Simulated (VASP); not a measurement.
# Si11Ge5 (P1) in VASP: notebook, part 2 of 2

VASP 6.6.1.

### Step 3. Relaxation of volume and atoms at fixed shape, PBEsol

This run uses another cell than the first one, of 20.89 Å³/atom.

INCAR reads:

```
SYSTEM = Si11Ge5
PREC = Accurate
ENCUT = 550
EDIFF = 1E-7
ISMEAR = -1
SIGMA = 0.05
LREAL = Auto
LASPH = .True.
NELM = 120
ALGO = Normal
ISIF = 8
LWAVE = .False.
LCHARG = .False.
GGA = PS
IBRION = 2
NSW = 100
EDIFFG = -0.03
ISYM = -1
GGA_COMPAT = .False.
NELMIN = 4
KPAR = 1
```

KPOINTS reads:

```
explicit points
1
Reciprocal
  0.25000000   0.25000000   0.25000000 1
```

POSCAR reads:

```
Si11Ge5
1.0
   11.0161170000      0.0000000000      0.0000000000
    0.0000000000     11.0161170000      0.0000000000
    0.0000000000      0.0000000000     11.0161170000
Ge Si
20 44
Direct
    0.0003880000      0.9988330000      0.0011020000
    0.9982520000      0.0010180000      0.4973640000
    0.5000750000      0.4995780000      0.0020420000
    0.1271570000      0.1212520000      0.6254590000
    0.2499950000      0.7521080000      0.9967430000
    0.7459530000      0.2469120000      0.5003960000
    0.7467860000      0.7506900000      0.9973300000
    0.8778910000      0.3730590000      0.6238290000
    0.8757020000      0.8756870000      0.1247050000
    0.8707810000      0.8749370000      0.6239130000
    0.2526270000      0.0020870000      0.7500130000
    0.7529330000      0.9995140000      0.2491380000
    0.7506790000      0.9981370000      0.7459340000
    0.8772400000      0.1299200000      0.3727130000
    0.8745050000      0.1265000000      0.8746490000
    0.8737140000      0.6255330000      0.8758890000
    0.0021710000      0.2502230000      0.7466510000
    0.9986260000      0.7481020000      0.7507460000
    0.1262590000      0.3759550000      0.8771450000
    0.1255100000      0.8761820000      0.8759350000
    0.0005120000      0.5026380000      0.0008210000
    0.0009360000      0.5006340000      0.4979900000
    0.4996600000      0.9997660000      0.0026550000
    0.5006120000      0.9986670000      0.5011040000
    0.4993120000      0.5023410000      0.4990080000
    0.1243080000      0.1258600000      0.1229070000
    0.1262060000      0.6252250000      0.1217830000
    0.1230730000      0.6262310000      0.6282240000
    0.6265210000      0.1250690000      0.1265880000
    0.6246590000      0.1255050000      0.6250770000
    0.6233120000      0.6240150000      0.1267710000
    0.6230770000      0.6225890000      0.6262680000
    0.2502200000      0.2521180000      0.9989770000
    0.2471990000      0.2517510000      0.4981010000
    0.2493720000      0.7560900000      0.4992950000
    0.7501870000      0.2520000000      0.0001780000
    0.7508760000      0.7467940000      0.5018440000
    0.3750680000      0.3750860000      0.1257350000
    0.3745320000      0.3764450000      0.6255870000
    0.3772330000      0.8711360000      0.1231180000
    0.3762720000      0.8736120000      0.6272620000
    0.8744980000      0.3760720000      0.1266670000
    0.2503540000      0.0003470000      0.2512690000
    0.2506710000      0.5020780000      0.2484890000
    0.2487440000      0.5012500000      0.7525370000
    0.7488560000      0.5024430000      0.2516170000
    0.7491000000      0.4980970000      0.7515590000
    0.3742200000      0.1279780000      0.3768420000
    0.3761660000      0.1273880000      0.8710930000
    0.3787630000      0.6248190000      0.3740760000
    0.3745440000      0.6255080000      0.8747770000
    0.8737450000      0.6269810000      0.3745020000
    0.0009610000      0.2525320000      0.2497900000
    0.9994370000      0.7520280000      0.2523060000
    0.5029990000      0.2518230000      0.2492710000
    0.5001690000      0.2485110000      0.7458730000
    0.5015590000      0.7488330000      0.2506400000
    0.4969480000      0.7488810000      0.7478620000
    0.1261150000      0.3760200000      0.3716700000
    0.1262930000      0.8752780000      0.3757430000
    0.6286770000      0.3736570000      0.3731510000
    0.6232750000      0.3742700000      0.8760770000
    0.6241540000      0.8746420000      0.3762910000
    0.6243930000      0.8760670000      0.8759870000
```

Potentials or basis: VASP PAW PBE potentials, release 64 (Ge_d, Si).

Command:

```sh
cat potpaw_PBE.64/Ge_d/POTCAR potpaw_PBE.64/Si/POTCAR > POTCAR
mpirun -np 4 vasp_std > vasp.out
```

It took 47 min on 4 MPI ranks of Intel Xeon Platinum 8259CL at 2.50GHz (Skylake/Cascade Lake), shared host; peak memory 0.52 GiB.

It converged, with:

| Item | Value |
| --- | --- |
| Free energy | -350.9536 eV |
| Relaxed volume | 20.82 Å³/atom |
| Relaxed cell | a = 11.004 Å, b = 11.004 Å, c = 11.004 Å, α = 90.00°, β = 90.00°, γ = 90.00° |
| Space group after relaxing (to 0.1 Å) | P1 (No. 1) |
| Energy gained by relaxing | 14.5 meV/atom |
| Ionic steps | 12 |
| Pressure after relaxing | 0.0 GPa |
| Largest force after relaxing | 0.029 eV/Å |
| Band gap on the k mesh | 1.00 eV |

Forces on the atoms (eV/Å):
```
Ge   0.006  0.008  0.005
Ge   0.010 -0.007  0.004
Ge   0.008 -0.002 -0.011
Ge  -0.014  0.012  0.014
Ge  -0.002 -0.006  0.006
Ge   0.015  0.007  0.003
Ge   0.021  0.008 -0.018
Ge  -0.011  0.000  0.003
Ge   0.011  0.006 -0.002
Ge   0.015 -0.008  0.006
Ge   0.002  0.004  0.006
Ge  -0.009  0.004 -0.011
Ge  -0.006 -0.002  0.013
Ge  -0.008 -0.007  0.008
Ge   0.002 -0.014  0.004
Ge   0.013  0.008 -0.006
Ge  -0.014  0.003  0.002
Ge  -0.013 -0.002 -0.002
Ge   0.008  0.000 -0.004
Ge  -0.004  0.000  0.010
Si  -0.006 -0.004 -0.001
Si  -0.007  0.006  0.008
Si   0.008  0.006 -0.022
Si  -0.007  0.003 -0.002
Si   0.017 -0.005  0.003
Si  -0.017  0.004  0.004
Si  -0.006  0.003  0.005
Si   0.001  0.001 -0.003
Si   0.005  0.002 -0.016
Si   0.004 -0.006  0.015
Si   0.008  0.014 -0.001
Si   0.000  0.013  0.000
Si   0.005 -0.009  0.000
Si   0.004 -0.010  0.008
Si  -0.003  0.001  0.000
Si   0.001  0.011 -0.016
Si   0.006  0.018 -0.013
Si  -0.004  0.005  0.002
Si   0.008 -0.001  0.011
Si  -0.008 -0.011 -0.001
Si  -0.004  0.007  0.001
Si   0.004 -0.009  0.009
Si  -0.011 -0.001  0.009
Si  -0.013 -0.006 -0.009
Si  -0.003 -0.001 -0.006
Si   0.012 -0.010 -0.013
Si   0.002  0.012 -0.008
Si  -0.003 -0.008  0.010
Si  -0.003 -0.014  0.001
Si  -0.011 -0.002 -0.005
Si  -0.002  0.008 -0.006
Si  -0.002 -0.016  0.007
Si  -0.016 -0.006 -0.001
Si   0.001  0.003 -0.007
Si  -0.012 -0.006 -0.009
Si   0.001  0.004  0.014
Si  -0.003  0.003 -0.003
Si   0.003  0.019 -0.008
Si  -0.006 -0.016  0.013
Si  -0.011 -0.006  0.006
Si   0.008  0.001  0.000
Si   0.015 -0.005  0.003
Si   0.005 -0.005 -0.003
Si   0.010  0.006 -0.008
```

Stress tensor (GPa, compression positive):
```
 0.02 -1.10 -1.12
-1.10  0.02 -1.11
-1.12 -1.11  0.02
```

The path:
```
step  energy change (eV)  largest force (eV/Å)  pressure (GPa)  volume (Å³)
   1              0.0000                1.2330           -0.12      1336.86
   2             -0.6673                0.4092           -0.05      1333.76
   3             -0.6905                0.5327            0.00      1333.05
   4             -0.8447                0.2662            0.02      1332.45
   5             -0.8864                0.2140            0.05      1331.94
   6             -0.9140                0.0763           -0.04      1333.43
   7             -0.9148                0.0786           -0.06      1333.71
   8             -0.9205                0.0452            0.05      1332.01
   9             -0.9208                0.0493            0.07      1331.55
  10             -0.9234                0.0323           -0.03      1333.24
  11             -0.9236                0.0326           -0.07      1333.79
  12             -0.9251                0.0287            0.02      1332.52
```

Levels at points of the mesh, in eV from the valence-band top:
| k point | band 225 | band 226 | band 227 | band 228 | band 229 | band 230 | band 231 | band 232 |
| --- | --- | --- | --- | --- | --- | --- | --- | --- |
| (0.25, 0.25, 0.25) | -0.54 | -0.46 | -0.01 | 0.00 | 1.00 | 1.02 | 1.07 | 1.40 |

Caveat: the PAW data sets were made with another functional, which shifts forces and pressure a little; a shifted mesh leaves out Γ, where band edges can lie. A k mesh can miss the band edges.
